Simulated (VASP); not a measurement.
Write the native input for VASP 6.6.1 that does the following.

* Task: single point
* Functional: PBE
* Potentials or basis: VASP PAW PBE potentials, release 64 (Mg, O)
* Cutoff: 520 eV
* k mesh: 9 × 9 × 6
* Occupations: gaussian, width 0.05 eV
* Spin: no spin polarisation
* Dipole correction: no
* Further INCAR settings: ALGO = Normal; EDIFF = 1e-07; NBANDS = 16

The structure of MgO lies in POSCAR:

```
MgO
1.0
    3.3537459831      0.0000000000      0.0000000000
   -1.6768729916      2.9044292192      0.0000000000
    0.0000000000      0.0000000000      4.3746262603
Mg O
2 2
Direct
    0.6666666667      0.3333333333      0.7500000000
    0.3333333333      0.6666666667      0.2500000000
    0.6666666667      0.3333333333      0.2500000000
    0.3333333333      0.6666666667      0.7500000000
```

This cell differs from its parent crystal: volume 10.653 Å^3 an atom, c/a of the conventional cell 1.3044.

The input as run:

INCAR

```
SYSTEM = MgO
  PREC = Accurate
  ENCUT = 520
  EDIFF = 1E-7
  ISMEAR = 0
  SIGMA = 0.05
  LREAL = .False.
  LASPH = .True.
  NELM = 60
  ALGO = Normal
  ISIF = 2
  LWAVE = .False.
  LCHARG = .False.
  GGA = PE
  NBANDS = 16
```

KPOINTS

```
regular mesh
0
Gamma
  9 9 6
  0 0 0
```

Potentials or basis: VASP PAW PBE potentials, release 64 (Mg, O).

Command:

```bash
$ cat potpaw_PBE.64/Mg/POTCAR potpaw_PBE.64/O/POTCAR > POTCAR
$ mpirun -np 1 vasp_std > vasp.out
```

It gave:

The pressure is 10.3 GPa and the band gap on the k mesh is 3.52 eV, direct.

Run time: 17 s on 1 thread of Intel(R) Xeon(R) 6975P-C (Granite Rapids), on a shared host, peak memory 0.18 GiB.
